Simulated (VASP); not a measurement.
# Al8N in VASP: a series of runs

Al8N is run at these levels: PBE; tasks: single point.

Everything below comes from runs of VASP 6.6.1. Logs are shortened: lines on timing, memory, paths and dates and some standing lists are left out, and cuts for length are marked.

## 1. The cell of the first run

The cell holds a slab with vacuum, 9 atoms: a = 2.854 Å, b = 2.854 Å, c = 33.476 Å, α = 90.00°, β = 90.00°, γ = 120.00°.

## 2. Single point, PBE

INCAR

```
SYSTEM = Al8N
PREC = Accurate
ENCUT = 520
EDIFF = 1E-6
ISMEAR = 0
SIGMA = 0.1
LREAL = .FALSE.
LASPH = .TRUE.
NELM = 80
ALGO = Normal
ISIF = 2
LWAVE = .FALSE.
LCHARG = .TRUE.
LDIPOL = .TRUE.
IDIPOL = 3
DIPOL = 0.5 0.5 0.404
GGA = PE
LELF = .TRUE.
LVHAR = .TRUE.
LVACPOTAV = .TRUE.
NBANDS = 24
```

KPOINTS

```
regular mesh
0
G
  9 9 1
  0 0 0
```

POSCAR

```
Al8N
1.0
    2.8543223330      0.0000000000      0.0000000000
   -1.4271611665      2.4719156510      0.0000000000
    0.0000000000      0.0000000000     33.4760593533
Al N
8 1
Direct
    0.3333333333      0.6666666667      0.1194883770
    0.0000000000      0.0000000000      0.1895622803
    0.6666666667      0.3333333333      0.2596361837
    0.0000000000      0.0000000000      0.3297100869
    0.3333333333      0.6666666667      0.3992195594
    0.0000000000      0.0000000000      0.4696536480
    0.6666666667      0.3333333333      0.5400996810
    0.0000000000      0.0000000000      0.6116627748
    0.1111111111     -0.1111111111      0.7212933607
```

Potentials or basis: VASP PAW PBE potentials, release 64 (Al, N).

On the command line:

```sh
> cat potpaw_PBE.64/Al/POTCAR potpaw_PBE.64/N/POTCAR > POTCAR
> mpirun -np 1 vasp_std > vasp.out
```

OUTCAR:

```text
SYSTEM = Al8N
   PREC = Accurate
   ENCUT = 520
   EDIFF = 1E-6
   ISMEAR = 0
   LREAL = .FALSE.
   LASPH = .TRUE.
   NELM = 80
   ISIF = 2
   GGA = PE

 ion  position               nearest neighbor table
   1  0.333  0.667  0.119-   2 2.87   2 2.87   2 2.87
   2  0.000  0.000  0.190-   1 2.87   1 2.87   1 2.87   3 2.87   3 2.87   3 2.87
   3  0.667  0.333  0.260-   4 2.87   4 2.87   4 2.87   2 2.87   2 2.87   2 2.87
   4  0.000  0.000  0.330-   5 2.85   5 2.85   5 2.85   3 2.87   3 2.87   3 2.87
   5  0.333  0.667  0.399-   4 2.85   4 2.85   4 2.85   6 2.88   6 2.88   6 2.88
   6  0.000  0.000  0.470-   5 2.88   5 2.88   5 2.88   7 2.88   7 2.88   7 2.88
   7  0.667  0.333  0.540-   6 2.88   6 2.88   6 2.88   8 2.91   8 2.91   8 2.91
   8  0.000  0.000  0.612-   7 2.91   7 2.91   7 2.91
   9  0.111  0.889  0.721-

  LATTYP: Found a hexagonal cell.
 ALAT       =     2.8543223330
 C/A-ratio  =    11.7281986573

  Lattice vectors:

 A1 = (   2.8543223330,   0.0000000000,   0.0000000000)
 A2 = (  -1.4271611665,   2.4719156510,   0.0000000000)
 A3 = (   0.0000000000,   0.0000000000,  33.4760593533)

Analysis of symmetry for initial positions (statically):
=====================================================================
 Subroutine PRICEL returns:
 Original cell was already a primitive cell.

 Routine SETGRP: Setting up the symmetry group for a
 hexagonal supercell.

 Subroutine GETGRP returns: Found  2 space group operations
 (whereof  2 operations were pure point group operations)
 out of a pool of 24 trial point group operations.

The static configuration has the point symmetry C_1h.

Analysis of symmetry for dynamics (positions and initial velocities):
=====================================================================
 Subroutine PRICEL returns:
 Original cell was already a primitive cell.

 Routine SETGRP: Setting up the symmetry group for a
 hexagonal supercell.

 Subroutine GETGRP returns: Found  2 space group operations
 (whereof  2 operations were pure point group operations)
 out of a pool of 24 trial point group operations.

The dynamic configuration has the point symmetry C_1h.

 Subroutine INISYM returns: Found  2 space group operations
 (whereof  2 operations are pure point group operations),
 and found     1 'primitive' translations

----------------------------------------------------------------------------------------

                                     Primitive cell

  volume of cell :     236.1952

  direct lattice vectors                    reciprocal lattice vectors
     2.854322333  0.000000000  0.000000000     0.350345856  0.202272274  0.000000000
    -1.427161166  2.471915651  0.000000000     0.000000000  0.404544548  0.000000000
     0.000000000  0.000000000 33.476059353     0.000000000  0.000000000  0.029872094

  length of vectors
     2.854322333  2.854322333 33.476059353     0.404544548  0.404544548  0.029872094

  position of ions in fractional coordinates (direct lattice)
     0.333333333  0.666666667  0.119488377
     0.000000000  0.000000000  0.189562280
     0.666666667  0.333333333  0.259636184
     0.000000000  0.000000000  0.329710087
     0.333333333  0.666666667  0.399219559
     0.000000000  0.000000000  0.469653648
     0.666666667  0.333333333  0.540099681
     0.000000000  0.000000000  0.611662775
     0.111111111  0.888888889  0.721293361

  ion indices of the primitive-cell ions
   primitive index   ion index
                 1           1
                 2           2
                 3           3
                 4           4
                 5           5
                 6           6
                 7           7
                 8           8
                 9           9

----------------------------------------------------------------------------------------

 KPOINTS: regular mesh

Automatic generation of k-mesh.
 Grid dimensions read from file:
 generate k-points for:    9    9    1

 Generating k-lattice:

  Cartesian coordinates                     Fractional coordinates (reciprocal lattice)
     0.038927317  0.022474697  0.000000000     0.111111111 -0.000000000  0.000000000
     0.000000000  0.044949394  0.000000000     0.000000000  0.111111111  0.000000000
     0.000000000  0.000000000  0.029872094     0.000000000  0.000000000  1.000000000

  Length of vectors
     0.044949394  0.044949394  0.029872094

  Shift w.r.t. Gamma in fractional coordinates (k-lattice)
     0.000000000  0.000000000  0.000000000

 Subroutine IBZKPT returns following result:
 ===========================================

 Found     25 irreducible k-points:

 Following reciprocal coordinates:
            Coordinates               Weight
  0.000000  0.000000  0.000000      1.000000
  0.111111  0.000000  0.000000      4.000000
 -0.111111  0.111111  0.000000      2.000000
  0.222222  0.000000  0.000000      4.000000
 -0.222222  0.222222  0.000000      2.000000
  0.333333  0.000000  0.000000      4.000000
[... 16 lines left out ...]
 -0.222222 -0.444444  0.000000      4.000000
  0.444444  0.333333  0.000000      4.000000
   k-points           NKPTS =     25   k-points in BZ     NKDIM =     25   number of bands    NBANDS=     24
   number of dos      NEDOS =    301   number of ions     NIONS =      9
   total plane-waves  NPLWV = 144000
   dimension x,y,z NGX =    24 NGY =   24 NGZ =  250
   dimension x,y,z NGXF=    48 NGYF=   48 NGZF=  500
   ions per type =               8   1
   NGX,Y,Z   is equivalent  to a cutoff of  13.98, 13.98, 12.42 a.u.
   NGXF,Y,Z  is equivalent  to a cutoff of  27.96, 27.96, 24.83 a.u.
 SYSTEM =  Al8N
   PREC   = accura    normal or accurate (medium, high low for compatibility)
   ISTART =      0    job   : 0-new  1-cont  2-samecut
   ICHARG =      2    charge: 1-file 2-atom 10-const
   ISPIN  =      1    spin polarized calculation?
   LNONCOLLINEAR =      F non collinear calculations
   LSORBIT =      F    spin-orbit coupling
   LASPH  =      T    aspherical Exc in radial PAW
   ENCUT  =  520.0 eV  38.22 Ry    6.18 a.u.   5.31  5.31 62.24*2*pi/ulx,y,z
   NELM   =     80;   NELMIN=  2; NELMDL= -5     # of ELM steps
   EDIFF  = 0.1E-05   stopping-criterion for ELM
   LREAL  =      F    real-space projection
   EDIFFG = 0.1E-04   stopping-criterion for IOM
   NSW    =      0    number of steps for IOM
   IBRION =     -1    ionic relax: 0-MD 1-quasi-New 2-CG
   NFREE  =      0    steps in history (QN), initial steepest desc. (CG)
   ISIF   =      2    stress and relaxation
   ISYM   =      2    0-nonsym 1-usesym 2-fastsym
   POTIM  = 0.5000    time-step for ionic-motion
   TEBEG  =    0.0;   TEEND  =   0.0 temperature during run
   PSTRESS=    0.0 pullay stress
   NELECT =      29.0000    total number of electrons
   NUPDOWN=      -1.0000    fix difference up-down
   EMIN   =  10.00;   EMAX   =-10.00  energy-range for DOS
   EFERMI =   0.00;   METHOD = LEGACY
   ISMEAR =     0;   SIGMA  =   0.10  broadening in eV -4-tet -1-fermi 0-gaus
   EFERMI_NEDOS =   21; number of points for ismear=-14 and -15
   IALGO  =     38    algorithm
   IMIX   =      4    mixing-type and parameters
     AMIX     =   0.40;   BMIX     =  1.00
     AMIX_MAG =   1.60;   BMIX_MAG =  1.00
  volume/ion in A,a.u.               =      26.24       177.10
  Fermi-wavevector in a.u.,A,eV,Ry     =   0.813674  1.537621  9.007949  0.662066
  Thomas-Fermi vector in A             =   1.923442
   LORBIT       =      0    0 simple, 1 ext, 2 COOP (PROOUT), +10 PAW based schemes
   GGA     = PE    functional components
   LHFCALC =     F    Hartree Fock is set to
   AEXX    =    0.0000 exact exchange contribution
   IVDW    =     0    specifies the selected vdW correction
   LEPSILON=     F    determine dielectric tensor
   LRPA    =     F    only Hartree local field effects (RPA)
 non-spin polarized calculation
 Gauss-broadening in eV      SIGMA  =   0.10
  energy-cutoff  :      520.00
  volume of cell :      236.20
 maximum number of plane-waves:      6403
 NGX is ok and might be reduce to    24
   NGX = 11   NGY = 11   NGZ =125

 number of electron      29.0000000 magnetization

 dipolmoment           0.000000      0.000000      0.140800 electrons x Angstroem

 Free energy of the ion-electron system (eV)
  ---------------------------------------------------
  ext. energy  EPLUGINS =         0.00000000
  ---------------------------------------------------
  free energy    TOTEN  =       -31.25368443 eV

  energy without entropy =      -31.21632089  energy(sigma->0) =      -31.23500266

 E-fermi :   2.2836     XC(G=0):  -6.9523

 val. band max:        2.1978547180   @ k =  -0.2222   0.4444   0.0000
 cond. band min:       2.2888168134   @ k =  -0.2222   0.2222   0.0000
 fundamental gap:      0.0909620954
 Fermi energy:         2.2835782481

 k-point     1 :       0.0000    0.0000    0.0000
  band No.  band energies     occupation
      1     -10.3303      2.00000
      2      -8.7768      2.00000
      3      -8.4544      2.00000
      4      -8.0029      2.00000
      5      -7.3172      2.00000
      6      -6.5171      2.00000
[... 16 lines left out ...]
     23      10.7547      0.00000
     24      12.1957      0.00000

 k-point     2 :       0.1111    0.0000    0.0000
  band No.  band energies     occupation
      1     -10.2060      2.00000
      2      -8.4783      2.00000
      3      -8.1564      2.00000
      4      -7.7057      2.00000
      5      -7.0211      2.00000
      6      -6.2224      2.00000
[... 16 lines left out ...]
     23       9.7743      0.00000
     24      10.0605      0.00000
[... 565 lines left out ...]
     23       3.5826      0.00000
     24       3.8860      0.00000

 k-point    24 :       0.4444    0.3333    0.0000
  band No.  band energies     occupation
      1      -8.9877      2.00000
      2      -3.2127      2.00000
      3      -2.9014      2.00000
      4      -2.4705      2.00000
      5      -1.8188      2.00000
      6      -1.0778      2.00000
[... 16 lines left out ...]
     23       3.5863      0.00000
     24       3.8863      0.00000

 [... further k-points ...]

------------------------ aborting loop because EDIFF is reached ----------------------------------------

  FORCE on cell =-STRESS in cart. coord.  units (eV):
  Direction    XX          YY          ZZ          XY          YZ          ZX
  --------------------------------------------------------------------------------------
  -------------------------------------------------------------------------------------
  Total       -5.1965244     -5.2117834     -0.3064019     -0.0132147      0.0328137     -0.0568350
  in kB      -35.2494674    -35.3529738     -2.0784090     -0.0896392      0.2225843     -0.3855274
  external PRESSURE =     -24.2269501 kB  Pullay stress =       0.0000000 kB

 VOLUME and BASIS-vectors are now :
 -----------------------------------------------------------------------------
  energy-cutoff  :      520.00
  volume of cell :      236.20
      direct lattice vectors                 reciprocal lattice vectors
     2.854322333  0.000000000  0.000000000     0.350345856  0.202272274  0.000000000
    -1.427161166  2.471915651  0.000000000     0.000000000  0.404544548  0.000000000
     0.000000000  0.000000000 33.476059353     0.000000000  0.000000000  0.029872094

 POSITION                                       TOTAL-FORCE (eV/Angst)
 -----------------------------------------------------------------------------------
     -0.00000      1.64794      4.00000         0.000398     -0.000230     -0.084778
      0.00000      0.00000      6.34580         0.000473     -0.000273      0.034621
      1.42716      0.82397      8.69160        -0.000052      0.000030      0.000633
      0.00000      0.00000     11.03739         0.000301     -0.000174     -0.119458
     -0.00000      1.64794     13.36430         0.001478     -0.000853      0.191743
      0.00000      0.00000     15.72215        -0.003987      0.002302     -0.047431
      1.42716      0.82397     18.08041         0.000105     -0.000060     -0.031568
      0.00000      0.00000     20.47606         0.014932     -0.008621      0.400525
     -0.95144      2.19726     24.14606        -0.013647      0.007879     -0.344287
 -----------------------------------------------------------------------------------
    total drift:                                0.000155     -0.000090      0.000213

  FREE ENERGIE OF THE ION-ELECTRON SYSTEM (eV)
  ---------------------------------------------------
  free  energy   TOTEN  =       -31.2536844322 eV

  energy  without entropy=      -31.2163208876  energy(sigma->0) =      -31.23500266

 vacuum level on the upper side and lower side of the slab         9.995         6.384
```

It took 5.5 min on 1 thread of Intel Xeon Platinum 8259CL at 2.50GHz (Skylake/Cascade Lake), shared host; peak memory 0.42 GiB.

What came out:

| Property | Result |
| --- | --- |
| Free energy | -31.2537 eV |
| Largest force | 0.401 eV/Å |

Forces on the atoms (eV/Å):
```
Al   0.000  0.000 -0.085
Al   0.000  0.000  0.035
Al   0.000  0.000  0.001
Al   0.000  0.000 -0.119
Al   0.001 -0.001  0.192
Al  -0.004  0.002 -0.047
Al   0.000  0.000 -0.032
Al   0.015 -0.009  0.401
N   -0.014  0.008 -0.344
```

## 3. Single point, PBE

INCAR

```
SYSTEM = Al8N
ALGO     = Normal         ! electronic algorithm
DIPOL    = 0.5 0.5 0.395
EDIFF    = 1E-7           ! SCF threshold, eV
ENCUT    = 520            ! plane-wave cutoff, eV
GGA      = PE             ! functional
IDIPOL   = 3            
ISIF     = 2              ! what is computed and relaxed
ISMEAR   = 0              ! smearing method
LASPH    = .True.         ! aspherical terms in the spheres
LCHARG   = .False.        ! write CHGCAR
LDIPOL   = .True.       
LREAL    = .False.        ! projectors in reciprocal space
LWAVE    = .False.        ! write WAVECAR
NBANDS   = 24             ! bands
NELM     = 100            ! most SCF steps
PREC     = Accurate       ! precision mode
SIGMA    = 0.1            ! smearing width, eV
```

KPOINTS

```
k-points
0
Gamma
  9 9 1
  0 0 0
```

POSCAR, as its differences from that of step 2:

```diff
@@ -16,2 +16,2 @@
     0.0000000000      0.0000000000      0.6116627748
-    0.1111111111     -0.1111111111      0.7212933607
+    0.5555555556     -0.5555555556      0.6394438224
```

Potentials or basis: VASP PAW PBE potentials, release 64 (Al, N).

On the command line:

```sh
> cat potpaw_PBE.64/Al/POTCAR potpaw_PBE.64/N/POTCAR > POTCAR
> mpirun -np 1 vasp_std > vasp.out
```

Wall time 10 min (1 thread of Intel Xeon Platinum 8259CL at 2.50GHz (Skylake/Cascade Lake), shared host); peak memory 0.43 GiB.

The run converged. Its results:

```
Free energy   : -36.4825 eV
Largest force : 1.600 eV/Å
```

Forces in eV/Å, atoms in the order of the input:
```
Al  -0.004  0.002 -0.061
Al  -0.001  0.000  0.015
Al   0.006 -0.003 -0.048
Al   0.000  0.000 -0.059
Al   0.027 -0.015  0.174
Al   0.005 -0.003 -0.105
Al  -0.029  0.017 -0.133
Al  -1.192  0.688  0.816
N    1.187 -0.685 -0.600
```

Levels at points of the mesh, in eV from the Fermi level:
| k point | band 12 | band 13 | band 14 | band 15 | band 16 | band 17 |
| --- | --- | --- | --- | --- | --- | --- |
| (0.00, 0.00, 0.00) | -0.35 | -0.26 | 1.13 | 1.38 | 2.93 | 4.08 |

## 4. Single point, PBE

INCAR, as its differences from that of step 3:

```diff
@@ -2,4 +2,4 @@
 ALGO     = Normal         ! electronic algorithm
-DIPOL    = 0.5 0.5 0.395
-EDIFF    = 1E-7           ! SCF threshold, eV
+DIPOL    = 0.5 0.5 0.398
+EDIFF    = 1E-6           ! SCF threshold, eV
 ENCUT    = 520            ! plane-wave cutoff, eV
```

KPOINTS is that of step 3.

POSCAR, as its differences from that of step 3:

```diff
@@ -16,2 +16,2 @@
     0.0000000000      0.0000000000      0.6116627748
-    0.5555555556     -0.5555555556      0.6394438224
+    0.5555555556     -0.5555555556      0.6621466141
```

On the command line:

```sh
> cat potpaw_PBE.64/Al/POTCAR potpaw_PBE.64/N/POTCAR > POTCAR
> mpirun -np 1 vasp_std > vasp.out
```

It took 5.4 min on 1 thread of Intel Xeon Platinum 8259CL at 2.50GHz (Skylake/Cascade Lake), shared host; peak memory 0.43 GiB.

The run converged. Its results:

```
Free energy   : -34.4637 eV
Largest force : 3.275 eV/Å
```

Forces on the atoms (eV/Å):
```
Al   0.001 -0.001 -0.100
Al   0.003 -0.002  0.036
Al  -0.013  0.008  0.025
Al   0.003 -0.002 -0.029
Al  -0.006  0.003  0.149
Al  -0.007  0.004 -0.096
Al   0.110 -0.064  0.149
Al   0.014 -0.008  3.139
N   -0.105  0.060 -3.273
```

Levels at points of the mesh, in eV from the Fermi level:
| k point | band 12 | band 13 | band 14 | band 15 | band 16 | band 17 |
| --- | --- | --- | --- | --- | --- | --- |
| (0.00, 0.00, 0.00) | -0.88 | 0.66 | 0.98 | 1.31 | 2.25 | 3.61 |

## 5. Single point, PBE

INCAR

```
SYSTEM = Al8N
  ALGO = Normal
  DIPOL = 0.5 0.5 0.400
  EDIFF = 1E-6
  ENCUT = 520
  GGA = PE
  IDIPOL = 3
  ISIF = 2
  ISMEAR = 0
  LASPH = .TRUE.
  LCHARG = .FALSE.
  LDIPOL = .TRUE.
  LREAL = .FALSE.
  LWAVE = .FALSE.
  NBANDS = 24
  NELM = 100
  PREC = Accurate
  SIGMA = 0.1
```

KPOINTS

```
k-points
0
G
  9 9 1
  0 0 0
```

POSCAR, as its differences from that of step 4:

```diff
@@ -16,2 +16,2 @@
     0.0000000000      0.0000000000      0.6116627748
-    0.5555555556     -0.5555555556      0.6621466141
+    0.5555555556     -0.5555555556      0.6854468476
```

On the command line:

```sh
> cat potpaw_PBE.64/Al/POTCAR potpaw_PBE.64/N/POTCAR > POTCAR
> mpirun -np 1 vasp_std > vasp.out
```

Wall time 5.1 min (1 thread of Intel Xeon Platinum 8259CL at 2.50GHz (Skylake/Cascade Lake), shared host); peak memory 0.43 GiB.

The run converged. Its results:

- Free energy: -32.3866 eV
- Largest force: 1.937 eV/Å

Forces in eV/Å, atoms in the order of the input:
```
Al  -0.005  0.003 -0.052
Al   0.002 -0.001  0.064
Al   0.002 -0.001 -0.029
Al   0.001  0.000 -0.052
Al  -0.005  0.003  0.210
Al  -0.007  0.004 -0.141
Al   0.045 -0.026  0.031
Al   0.055 -0.032  1.904
N   -0.089  0.051 -1.934
```

Levels at points of the mesh, in eV from the Fermi level:
| k point | band 12 | band 13 | band 14 | band 15 | band 16 | band 17 |
| --- | --- | --- | --- | --- | --- | --- |
| (0.00, 0.00, 0.00) | -1.23 | 0.03 | 1.35 | 1.38 | 1.55 | 3.05 |

## 6. Single point, PBE

INCAR

```
PREC = Accurate ; ENCUT = 520
EDIFF = 1E-6 ; ISMEAR = 0
SIGMA = 0.1 ; LREAL = F
LASPH = T ; NELM = 80
ALGO = Normal ; ISIF = 2
LWAVE = F ; LCHARG = F
LDIPOL = T ; IDIPOL = 3
DIPOL = 0.5 0.5 0.404 ; GGA = PE
NBANDS = 24
```

KPOINTS

```
Automatic mesh
0
Gamma
  9 9 1
```

POSCAR, as its differences from that of step 5:

```diff
@@ -16,2 +16,2 @@
     0.0000000000      0.0000000000      0.6116627748
-    0.5555555556     -0.5555555556      0.6854468476
+    0.5555555556     -0.5555555556      0.7212933607
```

Potentials or basis: VASP PAW PBE potentials, release 64 (Al, N).

On the command line:

```sh
> cat potpaw_PBE.64/Al/POTCAR potpaw_PBE.64/N/POTCAR > POTCAR
> mpirun -np 1 vasp_std > vasp.out
```

Wall time 5 min (1 thread of Intel Xeon Platinum 8259CL at 2.50GHz (Skylake/Cascade Lake), shared host); peak memory 0.43 GiB.

Results (log left out):

* Free energy: -31.2414 eV
* Largest force: 0.366 eV/Å

Forces in eV/Å, atoms in the order of the input:
```
Al   0.000  0.000 -0.081
Al   0.001  0.000  0.033
Al  -0.001  0.000  0.000
Al   0.000  0.000 -0.120
Al  -0.001  0.001  0.190
Al  -0.001  0.000 -0.045
Al   0.005 -0.003 -0.034
Al   0.003 -0.002  0.366
N   -0.005  0.003 -0.309
```

Levels at points of the mesh, in eV from the Fermi level:
```tsv
k point	band 12	band 13	band 14	band 15	band 16	band 17
(0.00, 0.00, 0.00)	-1.16	-0.51	1.10	1.48	1.48	2.71
```
